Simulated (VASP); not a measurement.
**TiSn: single point with PBE**

Crystal: TiSn.

```
CELL_PARAMETERS angstrom
0.00000 2.85548 2.85548
2.85548 0.00000 2.85548
2.85548 2.85548 0.00000
ATOMIC_POSITIONS crystal
Ti 0.00000 0.00000 0.00000
Sn 0.50000 0.50000 0.50000
```

```json
{"Program": "VASP 6.6.1", "Task": "single point", "Functional": "PBE", "Potentials or basis": "VASP PAW PBE potentials, release 64 (Ti_sv, Sn_d)", "Cutoff": "520 eV", "k mesh": "8 × 8 × 8", "Occupations": "fermi-dirac, width 0.05 eV", "Spin": "no spin polarisation", "Dipole correction": "no", "Further INCAR settings": "ALGO = Fast; EDIFF = 1e-06; NBANDS = 20"}
```

```json
{
 "Pressure": "-4.3 GPa",
 "Band gap on the k mesh": "zero (band 13 reaches 7.69 eV, above the bottom of band 14 at 7.40 eV)"
}
```

Levels at points of the mesh, in eV from the Fermi level:
| k point | band 9 | band 10 | band 11 | band 12 | band 13 | band 14 | band 15 | band 16 | band 17 | band 18 |
| --- | --- | --- | --- | --- | --- | --- | --- | --- | --- | --- |
| (0.00, 0.00, 0.00) | -20.78 | -9.38 | 0.11 | 0.11 | 0.11 | 0.39 | 0.39 | 3.10 | 3.10 | 3.10 |
| (0.50, 0.00, 0.00) | -20.76 | -6.94 | -4.39 | -1.36 | -1.36 | 0.90 | 0.90 | 1.31 | 5.08 | 5.85 |
| (0.50, 0.50, 0.00) | -20.74 | -6.82 | -3.20 | -0.87 | 0.15 | 0.15 | 0.76 | 1.20 | 1.20 | 1.84 |

Run time: 74 s on 1 thread of Intel(R) Xeon(R) Platinum 8488C (Sapphire Rapids), on a shared host, peak memory 0.17 GiB.

Caveat: spin-orbit coupling is left out, which moves the levels of the heavy elements.
